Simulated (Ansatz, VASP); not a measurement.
## One calculation of Ta, two programs

```xyz
1
Lattice="-1.6595 1.6595 1.6595 1.6595 -1.6595 1.6595 1.6595 1.6595 -1.6595" Properties=species:S:1:pos:R:3 pbc="T T T"
Ta    0.0000    0.0000    0.0000
```

Alike in both runs: functional PBE; k mesh 18 × 18 × 18; occupations gaussian, width 0.1 eV; no spin polarisation.

Ansatz relaxed the structure, and its values are those at the end. VASP's run is a single point on that final structure, the one shown.

```csv
,VASP,Ansatz
version,VASP 6.6.1,Ansatz 0.2.0
potentials or method,"VASP PAW PBE potentials, release 64 (Ta_pv)","scalar-relativistic, plane waves, PAW"
plane-wave cutoff (eV),520,420
valence electrons in the cell,11,13
```

|  | VASP | Ansatz | Ansatz less VASP |
| --- | --- | --- | --- |
| gap on the k mesh at the Fermi level (eV) | none | none | - |
| pressure (GPa) | 0.0 | 0.0 | -0.08 |

A gap of «none» marks a metal or a gap that the smearing closes. VASP's potentials hold 11 valence electrons a cell and Ansatz's 13, so a difference there can come from the potentials and not from the codes.

Neither program's run includes spin-orbit coupling.
